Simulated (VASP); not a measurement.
Runs of VASP 6.6.1 on Ba. The structure is that of space group Im-3m (No. 229), or close to it. The cells are those of the table. 

```tsv
cell	gap on the mesh (eV)	pressure (GPa)
a = 4.230 Å, angles 109.5°, 1 atom	none	1.2
a = 4.363 Å, angles 109.5°, 1 atom	none	(b)
a = 4.275 Å, angles 109.5°, 1 atom	none	(a)
a = 4.406 Å, angles 109.5°, 1 atom	none	0.0
a = 4.320 Å, angles 109.5°, 1 atom	none	0.5
```

Alike in all rows: task single point; level r2SCAN; potentials or basis VASP PAW PBE potentials, release 64 (Ba_sv); no spin polarisation; k mesh 10 × 10 × 10; cutoff (eV) 520; smearing fermi-dirac 0.1 eV.

Q: Estimate the missing entries.

A: (a) 0.8; (b) 0.2.

Caveats: the PAW data sets were made with another functional, which shifts forces and pressure a little; spin-orbit coupling is left out, which moves the levels of the heavy elements.

A k mesh can miss the band edges, and the runs leave out spin-orbit coupling on Ba.

A gap of «none» marks levels without a gap at the run's occupations.
